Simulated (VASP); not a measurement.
The system is Ti.

```xyz
2
Lattice="2.9200 0.0000 0.0000 -1.4600 2.5288 0.0000 0.0000 0.0000 4.7684" Properties=species:S:1:pos:R:3 pbc="T T T"
Ti    0.0000    1.6859    1.1921
Ti    1.4600    0.8429    3.5763
```

| Property | Result |
| --- | --- |
| Program | VASP 6.6.1 |
| Task | relaxation of cell and atoms |
| Functional | PBEsol |
| Potentials or basis | VASP PAW PBE potentials, release 64 (Ti_sv) |
| Cutoff | 600 eV |
| k mesh | 16 × 16 × 9 |
| Occupations | methfessel-paxton, width 0.05 eV |
| Spin | no spin polarisation |

At the start: pressure -5.8 GPa; volume 17.60 Å³/atom.

How do energy, volume and symmetry change on relaxing?

Over 6 steps the energy falls by 21.7 meV/atom and the volume is 16.67 Å³/atom (-5.3 %); space group P6_3/mmc (No. 194, to 0.05 Å).

Step by step:
```csv
step,energy change (eV),largest force (eV/Å),pressure (GPa),volume (Å³)
1,0.0000,0.0000,-5.81,35.21
2,-0.0217,0.0000,5.07,32.05
3,-0.0391,0.0000,0.29,33.27
4,-0.0424,0.0000,0.10,33.31
5,-0.0433,0.0000,0.04,33.34
6,-0.0434,0.0000,0.02,33.35
```

Final structure:
```
CELL_PARAMETERS angstrom
2.89924 0.00000 0.00000
-1.44962 2.51082 0.00000
0.00000 0.00000 4.58077
ATOMIC_POSITIONS crystal
Ti 0.33333 0.66667 0.25000
Ti 0.66667 0.33333 0.75000
```

Caveat: the PAW data sets were made with another functional, which shifts forces and pressure a little.
